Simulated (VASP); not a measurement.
# CdHg2Se3 (C2) in VASP: a series of runs

The runs below take CdHg2Se3 through single point, with PBE.

All numbers are computed with VASP 6.6.1; they aren't measurements. Logs are shortened: lines on timing, memory, paths and dates and some standing lists are left out, and cuts for length are marked.

## (1) The cell of the first run

Symmetry: C2, No. 5, monoclinic system. Conventional cell: a = 7.353 Å, b = 4.733 Å, c = 10.064 Å, α = 90.00°, β = 95.62°, γ = 90.00°. Within 3.5 Å of Cd (site symmetry 2) lie 4 Se at 2.68 to 2.76 Å. Hg (site symmetry 1) has 6 Se at 2.51 to 3.64 Å and 1 Hg at 3.82 Å and 3 Cd at 4.04 to 4.29 Å within 4.3 Å. Hg (site symmetry 1) has 6 Se at 2.51 to 3.64 Å and 1 Hg at 3.82 Å and 3 Cd at 4.04 to 4.29 Å within 4.3 Å. Within 3.4 Å of Se (site symmetry 2) lie 4 Hg at 2.52 to 3.38 Å. Se (site symmetry 1) has 1 Hg at 2.51 Å and 2 Cd at 2.68 to 2.76 Å within 3.3 Å. Within 3.3 Å of Se (site symmetry 1) lie 1 Hg at 2.51 Å and 2 Cd at 2.68 to 2.76 Å.

## (2) Single point, PBE

The input, INCAR:

```
SYSTEM = CdHg2Se3
PREC     = Accurate       ! precision mode
ENCUT    = 520            ! plane-wave cutoff, eV
EDIFF    = 1E-7           ! SCF threshold, eV
ISMEAR   = 0              ! smearing method
SIGMA    = 0.1            ! smearing width, eV
LREAL    = .FALSE.        ! projectors in reciprocal space
LASPH    = .TRUE.         ! aspherical terms in the spheres
NELM     = 80             ! most SCF steps
ALGO     = Normal         ! electronic algorithm
ISIF     = 2              ! what is computed and relaxed
LWAVE    = .FALSE.        ! write WAVECAR
LCHARG   = .FALSE.        ! write CHGCAR
GGA      = PE             ! functional
NBANDS   = 66             ! bands
```

The input, KPOINTS:

```
Automatic mesh
0
G
  4 2 2
  0 0 0
```

The input, POSCAR:

```
CdHg2Se3
1.0
    3.6762645000     -2.3664497000      0.0000000000
    3.6762645000      7.0993491000      0.0000000000
   -0.9860705000      0.0000000000     10.0152070000
Cd Hg Se
2 4 6
Direct
    0.6813380000      0.3186620000      0.0000000000
    0.1813380000      0.8186620000      0.0000000000
    0.1371600000      0.1410130000      0.6706310000
    0.6371600000      0.6410130000      0.6706310000
    0.7199005000      0.0019265000      0.3293690000
    0.2199005000      0.5019265000      0.3293690000
    0.7555100000      0.2444900000      0.5000000000
    0.2555100000      0.7444900000      0.5000000000
    0.2138535000      0.2672235000      0.1540750000
    0.7138535000      0.7672235000      0.1540750000
    0.4922380000      0.0266850000      0.8459250000
    0.9922380000      0.5266850000      0.8459250000
```

Potentials or basis: VASP PAW PBE potentials, release 64 (Cd, Hg, Se).

Started as:

```sh
$ cat potpaw_PBE.64/Cd/POTCAR potpaw_PBE.64/Hg/POTCAR potpaw_PBE.64/Se/POTCAR > POTCAR
$ mpirun -np 1 vasp_std > vasp.out
```

OUTCAR:

```text
SYSTEM = CdHg2Se3
   PREC = Accurate
   ENCUT = 520
   EDIFF = 1E-7
   ISMEAR = 0
   LREAL = .FALSE.
   LASPH = .TRUE.
   NELM = 80
   ISIF = 2
   GGA = PE

 ion  position               nearest neighbor table
   1  0.681  0.319  0.000-   9 2.68  12 2.68  11 2.76   9 2.76
   2  0.181  0.819  0.000-  10 2.68  11 2.68  10 2.76  12 2.76
   3  0.137  0.141  0.671-  11 2.51   7 2.52   5 3.82
   4  0.637  0.641  0.671-  12 2.51   8 2.52   6 3.82
   5  0.720  0.002  0.329-  10 2.51   7 2.52   3 3.82
   6  0.220  0.502  0.329-   9 2.51   8 2.52   4 3.82
   7  0.756  0.244  0.500-   5 2.52   3 2.52
   8  0.256  0.744  0.500-   6 2.52   4 2.52
   9  0.214  0.267  0.154-   6 2.51   1 2.68   1 2.76
  10  0.714  0.767  0.154-   5 2.51   2 2.68   2 2.76
  11  0.492  0.027  0.846-   3 2.51   2 2.68   1 2.76
  12  0.992  0.527  0.846-   4 2.51   1 2.68   2 2.76

  LATTYP: Found a triclinic cell.
 ALAT       =     8.7441420063
 B/A-ratio  =     1.5017752715
 C/A-ratio  =     0.5000000000
 COS(alpha) =     0.0059172102
 COS(beta)  =     0.4140640586
 COS(gamma) =     0.5911605078

  Lattice vectors:

 A1 = (  -7.3525290000,  -4.7328994000,   0.0000000000)
 A2 = (  -4.6623350000,  -7.0993491000,  10.0152070000)
 A3 = (  -3.6762645000,   2.3664497000,   0.0000000000)

Analysis of symmetry for initial positions (statically):
=====================================================================
 Subroutine PRICEL returns following result:

  LATTYP: Found a base centered monoclinic cell.
 ALAT       =     7.3525290000
 B/A-ratio  =     0.6437104022
 C/A-ratio  =     1.3687307941
 COS(beta)  =    -0.0979835527

  Lattice vectors:

 A1 = (   3.6762645000,  -2.3664497000,   0.0000000000)
 A2 = (   3.6762645000,   2.3664497000,   0.0000000000)
 A3 = (  -0.9860705000,   0.0000000000,  10.0152070000)

   2 primitive cells build up your supercell.

 Routine SETGRP: Setting up the symmetry group for a
 triclinic supercell.

 Subroutine GETGRP returns: Found  1 space group operations
 (whereof  1 operations were pure point group operations)
 out of a pool of  2 trial point group operations.

The static configuration has the point symmetry C_1 .

Analysis of symmetry for dynamics (positions and initial velocities):
=====================================================================
 Subroutine PRICEL returns following result:

  LATTYP: Found a base centered monoclinic cell.
 ALAT       =     7.3525290000
 B/A-ratio  =     0.6437104022
 C/A-ratio  =     1.3687307941
 COS(beta)  =    -0.0979835527

  Lattice vectors:

 A1 = (   3.6762645000,  -2.3664497000,   0.0000000000)
 A2 = (   3.6762645000,   2.3664497000,   0.0000000000)
 A3 = (  -0.9860705000,   0.0000000000,  10.0152070000)

   2 primitive cells build up your supercell.

 Routine SETGRP: Setting up the symmetry group for a
 triclinic supercell.

 Subroutine GETGRP returns: Found  1 space group operations
 (whereof  1 operations were pure point group operations)
 out of a pool of  2 trial point group operations.

The dynamic configuration has the point symmetry C_1 .

 Subroutine INISYM returns: Found  1 space group operations
 (whereof  1 operations are pure point group operations),
 and found     2 'primitive' translations

----------------------------------------------------------------------------------------

                                     Primitive cell

  volume of cell :     174.2585

  direct lattice vectors                    reciprocal lattice vectors
     3.676264500 -2.366449700  0.000000000     0.136007624 -0.211286976  0.013390947
     3.676264500  2.366449700  0.000000000     0.136007624  0.211286976  0.013390947
    -0.986070500  0.000000000 10.015207000     0.000000000  0.000000000  0.099848161

  length of vectors
     4.372071003  4.372071003 10.063632857     0.251633816  0.251633816  0.099848161

  position of ions in fractional coordinates (direct lattice)
     0.362676000  0.637324000  0.000000000
     0.996147000  0.282026000  0.670631000
     0.717974000  0.003853000  0.329369000
     0.511020000  0.488980000  0.500000000
     0.946630000  0.534447000  0.154075000
     0.465553000  0.053370000  0.845925000

  ion indices of the primitive-cell ions
   primitive index   ion index
                 1           1
                 2           4
                 3           5
                 4           7
                 5          10
                 6          11

----------------------------------------------------------------------------------------

 KPOINTS: Automatic mesh

Automatic generation of k-mesh.
 Grid dimensions read from file:
 generate k-points for:    4    2    2

 Generating k-lattice:

  Cartesian coordinates                     Fractional coordinates (reciprocal lattice)
     0.051002859 -0.026410872  0.005021605     0.250000000  0.000000000  0.000000000
     0.034001906  0.052821744  0.003347737     0.000000000  0.500000000 -0.000000000
     0.000000000  0.000000000  0.049924080     0.000000000  0.000000000  0.500000000

  Length of vectors
     0.057654508  0.062908454  0.049924080

  Shift w.r.t. Gamma in fractional coordinates (k-lattice)
     0.000000000  0.000000000  0.000000000

 Subroutine IBZKPT returns following result:
 ===========================================

 Found     12 irreducible k-points:

 Following reciprocal coordinates:
            Coordinates               Weight
  0.000000  0.000000  0.000000      1.000000
  0.250000 -0.000000  0.000000      2.000000
  0.500000 -0.000000  0.000000      1.000000
 -0.000000  0.500000  0.000000      1.000000
  0.250000  0.500000 -0.000000      2.000000
  0.500000  0.500000 -0.000000      1.000000
  0.000000  0.000000  0.500000      1.000000
  0.250000 -0.000000  0.500000      2.000000
  0.500000 -0.000000  0.500000      1.000000
 -0.000000  0.500000  0.500000      1.000000
  0.250000  0.500000  0.500000      2.000000
  0.500000  0.500000  0.500000      1.000000
   k-points           NKPTS =     12   k-points in BZ     NKDIM =     12   number of bands    NBANDS=     66
   number of dos      NEDOS =    301   number of ions     NIONS =     12
   total plane-waves  NPLWV = 172800
   dimension x,y,z NGX =    36 NGY =   60 NGZ =   80
   dimension x,y,z NGXF=    72 NGYF=  120 NGZF=  160
   ions per type =               2   4   6
   NGX,Y,Z   is equivalent  to a cutoff of  13.69, 12.48, 13.22 a.u.
   NGXF,Y,Z  is equivalent  to a cutoff of  27.38, 24.95, 26.43 a.u.
 SYSTEM =  CdHg2Se3
   PREC   = accura    normal or accurate (medium, high low for compatibility)
   ISTART =      0    job   : 0-new  1-cont  2-samecut
   ICHARG =      2    charge: 1-file 2-atom 10-const
   ISPIN  =      1    spin polarized calculation?
   LNONCOLLINEAR =      F non collinear calculations
   LSORBIT =      F    spin-orbit coupling
   LASPH  =      T    aspherical Exc in radial PAW
   ENCUT  =  520.0 eV  38.22 Ry    6.18 a.u.   8.13 14.86 18.71*2*pi/ulx,y,z
   NELM   =     80;   NELMIN=  2; NELMDL= -5     # of ELM steps
   EDIFF  = 0.1E-06   stopping-criterion for ELM
   LREAL  =      F    real-space projection
   EDIFFG = 0.1E-05   stopping-criterion for IOM
   NSW    =      0    number of steps for IOM
   IBRION =     -1    ionic relax: 0-MD 1-quasi-New 2-CG
   NFREE  =      0    steps in history (QN), initial steepest desc. (CG)
   ISIF   =      2    stress and relaxation
   ISYM   =      2    0-nonsym 1-usesym 2-fastsym
   POTIM  = 0.5000    time-step for ionic-motion
   TEBEG  =    0.0;   TEEND  =   0.0 temperature during run
   PSTRESS=    0.0 pullay stress
   NELECT =     108.0000    total number of electrons
   NUPDOWN=      -1.0000    fix difference up-down
   EMIN   =  10.00;   EMAX   =-10.00  energy-range for DOS
   EFERMI =   0.00;   METHOD = LEGACY
   ISMEAR =     0;   SIGMA  =   0.10  broadening in eV -4-tet -1-fermi 0-gaus
   EFERMI_NEDOS =   21; number of points for ismear=-14 and -15
   IALGO  =     38    algorithm
   IMIX   =      4    mixing-type and parameters
     AMIX     =   0.40;   BMIX     =  1.00
     AMIX_MAG =   1.60;   BMIX_MAG =  1.00
  volume/ion in A,a.u.               =      29.04       195.99
  Fermi-wavevector in a.u.,A,eV,Ry     =   1.107834  2.093503 16.698384  1.227297
  Thomas-Fermi vector in A             =   2.244354
   LORBIT       =      0    0 simple, 1 ext, 2 COOP (PROOUT), +10 PAW based schemes
   GGA     = PE    functional components
   LHFCALC =     F    Hartree Fock is set to
   AEXX    =    0.0000 exact exchange contribution
   IVDW    =     0    specifies the selected vdW correction
   LEPSILON=     F    determine dielectric tensor
   LRPA    =     F    only Hartree local field effects (RPA)
 non-spin polarized calculation
 Gauss-broadening in eV      SIGMA  =   0.10
  energy-cutoff  :      520.00
  volume of cell :      348.52
 maximum number of plane-waves:      9420
 NGX is ok and might be reduce to    36
   NGX = 17   NGY = 29   NGZ = 37

 number of electron     108.0000001 magnetization

 Free energy of the ion-electron system (eV)
  ---------------------------------------------------
  ext. energy  EPLUGINS =         0.00000000
  ---------------------------------------------------
  free energy    TOTEN  =       -26.72379134 eV

  energy without entropy =      -26.72379134  energy(sigma->0) =      -26.72379134

 E-fermi :   1.5699     XC(G=0):  -8.9955

 val. band max:        1.0751997753   @ k =   0.0000   0.0000   0.5000
 cond. band min:       2.0275311706   @ k =   0.0000   0.0000   0.0000
 fundamental gap:      0.9523313953
 Fermi energy:         1.5699406232

 k-point     1 :       0.0000    0.0000    0.0000
  band No.  band energies     occupation
      1     -11.7809      2.00000
      2     -11.3977      2.00000
      3     -11.1264      2.00000
      4     -11.1184      2.00000
      5     -11.1106      2.00000
      6     -11.0194      2.00000
[... 817 lines left out ...]
     65       6.1643      0.00000
     66       6.3916      0.00000

------------------------ aborting loop because EDIFF is reached ----------------------------------------

  FORCE on cell =-STRESS in cart. coord.  units (eV):
  Direction    XX          YY          ZZ          XY          YZ          ZX
  --------------------------------------------------------------------------------------
  -------------------------------------------------------------------------------------
  Total        0.5480652      0.8369640      0.8124524     -0.1243057     -0.0090403      0.2229611
  in kB        2.5195262      3.8476309      3.7349482     -0.5714494     -0.0415593      1.0249810
  external PRESSURE =       3.3673684 kB  Pullay stress =       0.0000000 kB

 VOLUME and BASIS-vectors are now :
 -----------------------------------------------------------------------------
  energy-cutoff  :      520.00
  volume of cell :      348.52
      direct lattice vectors                 reciprocal lattice vectors
     3.676264500 -2.366449700  0.000000000     0.204011436 -0.105643488  0.020086420
     3.676264500  7.099349100  0.000000000     0.068003812  0.105643488  0.006695473
    -0.986070500  0.000000000 10.015207000     0.000000000  0.000000000  0.099848161

 POSITION                                       TOTAL-FORCE (eV/Angst)
 -----------------------------------------------------------------------------------
      3.67626      0.64994      0.00000         0.001546      0.005446     -0.004182
      3.67626      5.38284      0.00000         0.001546      0.005446     -0.004182
      0.36135      0.67652      6.71651         0.002685     -0.000077      0.000339
      4.03761      3.04297      6.71651         0.002685     -0.000077      0.000339
      2.32885     -1.68993      3.29870        -0.003578     -0.001044     -0.000205
      2.32885      3.04297      3.29870        -0.003578     -0.001044     -0.000205
      3.18323     -0.05216      5.00760        -0.000718      0.083320     -0.006147
      3.18323      4.68074      5.00760        -0.000718      0.083320     -0.006147
      1.61664      1.39104      1.54309        -0.020348     -0.044740     -0.018723
      5.29290      3.75749      1.54309        -0.020348     -0.044740     -0.018723
      1.07356     -0.97541      8.47211         0.020413     -0.042905      0.028919
      4.74982      1.39104      8.47211         0.020413     -0.042905      0.028919
 -----------------------------------------------------------------------------------
    total drift:                               -0.000127     -0.000759     -0.000259

  FREE ENERGIE OF THE ION-ELECTRON SYSTEM (eV)
  ---------------------------------------------------
  free  energy   TOTEN  =       -26.7237913360 eV

  energy  without entropy=      -26.7237913360  energy(sigma->0) =      -26.72379134
```

Wall time 12 min (1 thread of Intel Xeon 8259CL, shared host); peak memory 0.56 GiB.

What came out:

* Free energy: -26.7238 eV
* Pressure: 0.3 GPa
* Largest force: 0.084 eV/Å
* Band gap on the k mesh: 0.95 eV

Forces on the atoms (eV/Å):
```
Cd   0.002  0.005 -0.004
Cd   0.002  0.005 -0.004
Hg   0.003  0.000  0.000
Hg   0.003  0.000  0.000
Hg  -0.004 -0.001  0.000
Hg  -0.004 -0.001  0.000
Se  -0.001  0.083 -0.006
Se  -0.001  0.083 -0.006
Se  -0.020 -0.045 -0.019
Se  -0.020 -0.045 -0.019
Se   0.020 -0.043  0.029
Se   0.020 -0.043  0.029
```

Caveat: spin-orbit coupling is left out, which moves the levels of the heavy elements.

## (3) Single point, PBE (25.56 Å³/atom)

The input, INCAR:

```
SYSTEM = CdHg2Se3
PREC = Accurate ; ENCUT = 520
EDIFF = 1E-7 ; ISMEAR = 0
SIGMA = 0.02 ; LREAL = .False.
LASPH = .True. ; NELM = 80
ALGO = Normal ; ISIF = 2
LWAVE = .False. ; LCHARG = .True.
GGA = PE ; LELF = .True.
LVHAR = .True. ; NBANDS = 36
```

The input, KPOINTS:

```
Automatic mesh
0
Gamma
  8 8 4
  0 0 0
```

The input, POSCAR:

```
CdHg2Se3
1.0
    3.6270102826     -2.1547757044      0.0750613510
    3.6270102826      2.1547757044      0.0750613510
   -0.7692560372      0.0000000000      9.7946847867
Cd Hg Se
1 2 3
Direct
    0.3716621476      0.6283378524      0.0000000000
    1.0002099811      0.3262441223      0.6670482306
    0.6737558777     -0.0002099811      0.3329517694
    0.4626408460      0.5373591540      0.5000000000
    0.9754673963      0.4837362488      0.1601272754
    0.5162637512      0.0245326037      0.8398727246
```

Potentials or basis: VASP PAW PBE potentials, release 64 (Cd, Hg, Se).

Started as:

```sh
$ cat potpaw_PBE.64/Cd/POTCAR potpaw_PBE.64/Hg/POTCAR potpaw_PBE.64/Se/POTCAR > POTCAR
$ mpirun -np 1 vasp_std > vasp.out
```

It took 3.4 min on 1 thread of Intel Xeon 6975P-C (Granite Rapids), shared host; peak memory 0.54 GiB.

Results (log left out):

```
Free energy            : -13.2368 eV
Pressure               : 2.9 GPa
Largest force          : 0.072 eV/Å
Band gap on the k mesh : 0.67 eV (least direct gap 0.78 eV)
```

Forces in eV/Å, atoms in the order of the input:
```
Cd   0.000  0.007  0.000
Hg   0.010  0.005 -0.001
Hg  -0.010  0.005  0.001
Se   0.000  0.072  0.000
Se  -0.024 -0.044 -0.017
Se   0.024 -0.044  0.017
```

Stress tensor (GPa, compression positive):
```
2.84 0.00 0.09
0.00 2.95 0.00
0.09 0.00 2.96
```

Levels at points of the mesh, in eV from the valence-band top:
```tsv
k point	band 25	band 26	band 27	band 28	band 29	band 30
(0.00, 0.00, 0.00)	-0.42	-0.39	-0.12	0.67	2.69	2.79
(0.50, 0.00, 0.00)	-1.46	-0.90	-0.70	1.02	2.33	2.69
(0.50, 0.50, 0.00)	-1.34	-1.18	-1.02	1.26	2.27	2.67
(0.00, 0.00, 0.50)	-0.39	-0.23	0.00	1.69	1.70	2.70
(0.50, 0.00, 0.50)	-1.60	-0.89	-0.64	1.36	1.89	3.08
(0.50, 0.50, 0.50)	-1.91	-1.11	-0.85	1.37	2.07	2.68
```

Caveat: spin-orbit coupling is left out, which moves the levels of the heavy elements. A k mesh can miss the band edges.

## (4) Single point, PBE (26.43 Å³/atom)

The input, INCAR:

```
SYSTEM = CdHg2Se3
ALGO = Normal ; EDIFF = 1E-6
ENCUT = 520 ; GGA = PE
ISIF = 2 ; ISMEAR = 0
LASPH = .TRUE. ; LCHARG = .TRUE.
LELF = .TRUE. ; LREAL = .FALSE.
LVHAR = .TRUE. ; LWAVE = .FALSE.
NBANDS = 36 ; NELM = 80
PREC = Accurate ; SIGMA = 0.02
```

The input, KPOINTS:

```
k-points
0
G
  8 8 4
  0 0 0
```

The input, POSCAR:

```
CdHg2Se3
1.0
    3.6503054938     -2.2022779502      0.0600256448
    3.6503054938      2.2022779502      0.0600256448
   -0.8159341885      0.0000000000      9.8494686505
Cd Hg Se
1 2 3
Direct
    0.3738942772      0.6261057228      0.0000000000
    0.9980805115      0.3161817657      0.6676663361
    0.6838182343      0.0019194885      0.3323336639
    0.4729924442      0.5270075558      0.5000000000
    0.9692755310      0.4980609983      0.1591505930
    0.5019390017      0.0307244690      0.8408494070
```

Started as:

```sh
$ cat potpaw_PBE.64/Cd/POTCAR potpaw_PBE.64/Hg/POTCAR potpaw_PBE.64/Se/POTCAR > POTCAR
$ mpirun -np 1 vasp_std > vasp.out
```

It took 2.7 min on 1 thread of Intel Xeon 6975P-C (Granite Rapids), shared host; peak memory 0.56 GiB.

It converged, with:

```yaml
Free_energy: -13.3064 eV
Pressure: 1.9 GPa
Largest_force: 0.078 eV/Å
Band_gap_on_the_k_mesh: 0.74 eV (least direct gap 0.84 eV)
```

Forces on the atoms (eV/Å):
```
Cd   0.000  0.006  0.000
Hg   0.010  0.004 -0.002
Hg  -0.010  0.004  0.002
Se   0.000  0.078  0.000
Se  -0.025 -0.045 -0.019
Se   0.025 -0.045  0.019
```

Stress tensor (GPa, compression positive):
```
1.87 0.00 0.10
0.00 1.97 0.00
0.10 0.00 2.00
```

Levels at points of the mesh, in eV from the valence-band top:
```tsv
k point	band 25	band 26	band 27	band 28	band 29	band 30
(0.00, 0.00, 0.00)	-0.41	-0.38	-0.10	0.74	2.69	2.79
(0.50, 0.00, 0.00)	-1.40	-0.83	-0.64	1.18	2.38	2.70
(0.50, 0.50, 0.00)	-1.25	-1.20	-1.06	1.42	2.34	2.64
(0.00, 0.00, 0.50)	-0.41	-0.26	0.00	1.70	1.76	2.70
(0.50, 0.00, 0.50)	-1.48	-0.84	-0.60	1.44	2.05	3.13
(0.50, 0.50, 0.50)	-1.92	-1.17	-0.83	1.49	2.21	2.63
```

Caveat: spin-orbit coupling is left out, which moves the levels of the heavy elements. A k mesh can miss the band edges.

## (5) Overview

| cell | k mesh | smearing | gap on the mesh (eV) | pressure (GPa) | largest force (eV/Å) |
| --- | --- | --- | --- | --- | --- |
| a = 4.372, b = 7.995, c = 10.064 Å, angles 92.6, 94.7, 95.4°, 12 atoms, atomic positions A | 4 × 2 × 2 | gaussian 0.1 eV | 0.95 | 0.3 | 0.08 |
| a = 4.219, b = 4.219, c = 9.825 Å, angles 92.8, 92.8, 61.4°, 6 atoms, atomic positions B | 8 × 8 × 4 | gaussian 0.02 eV | 0.67 | 2.9 | 0.07 |
| a = 4.264, b = 4.264, c = 9.883 Å, angles 93.2, 93.2, 62.2°, 6 atoms, atomic positions C | 8 × 8 × 4 | gaussian 0.02 eV | 0.74 | 1.9 | 0.08 |

Alike in all rows: task single point; level PBE; potentials or basis VASP PAW PBE potentials, release 64 (Cd, Hg, Se); no spin polarisation; cutoff (eV) 520.

Caveats: spin-orbit coupling is left out, which moves the levels of the heavy elements.

Total energies depend on the potentials used, so only differences within one code and one set of settings carry meaning.
